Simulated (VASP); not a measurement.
CuNi2O3:

```
Cu Ni O
1.0
    -1.47500    1.47500    6.55000
     1.47500   -1.47500    6.55000
     1.47500    1.47500   -6.55000
Cu Ni O
1 2 3
Direct
  0.00000 0.00000 0.00000
  0.66400 0.66400 0.00000
  0.33600 0.33600 0.00000
  0.17200 0.17200 0.00000
  0.82800 0.82800 0.00000
  0.50000 0.50000 0.00000
```

```yaml
Program: VASP 6.6.1
Task: relaxation of cell and atoms
Functional: PBE
Potentials_or_basis: VASP PAW PBE potentials, release 64 (Cu, Ni, O)
Cutoff: 600 eV
k_mesh: 6 × 6 × 6
Occupations: gaussian, width 0.15 eV
Spin: collinear spin, ferromagnetic start
Starting_moments: "[1.0, 2.0, 2.0, 0.0, 0.0, 0.0] μB"
```

At the start: pressure -1.7 GPa; volume 9.50 Å³/atom.

Task: How do energy, volume and symmetry change on relaxing?

Result: Over 6 steps the energy falls by 7.1 meV/atom and the volume is 9.43 Å³/atom (-0.8 %); space group I4/mmm (No. 139, to 0.1 Å) before and after; moment 3.25 μB per cell.

Step by step:
```csv
step,energy change (eV),largest force (eV/Å),pressure (GPa),volume (Å³)
1,0.0000,0.4638,-1.70,57.00
2,-0.0305,0.2449,0.91,56.17
3,-0.0336,0.1771,2.21,55.81
4,-0.0410,0.1332,-0.09,56.56
5,-0.0415,0.0927,0.34,56.41
6,-0.0425,0.0580,-0.14,56.56
```

Final structure:
```yaml
crystal:
  lattice:
    - [-1.47740, 1.47740, 6.47766]
    - [1.47740, -1.47740, 6.47766]
    - [1.47740, 1.47740, -6.47766]
  atoms:
    - { symbol: Cu, position: [0.00000, 0.00000, 0.00000] }
    - { symbol: Ni, position: [0.66693, 0.66693, 0.00000] }
    - { symbol: Ni, position: [0.33307, 0.33307, 0.00000] }
    - { symbol: O, position: [0.17507, 0.17507, 0.00000] }
    - { symbol: O, position: [0.82493, 0.82493, 0.00000] }
    - { symbol: O, position: [0.50000, 0.50000, 0.00000] }
```

Caveat: the k points lie up to 0.36 Å⁻¹ apart in the final cell; the relaxation stopped at a loose force limit of 0.08 eV/Å, so its end isn't a converged minimum.
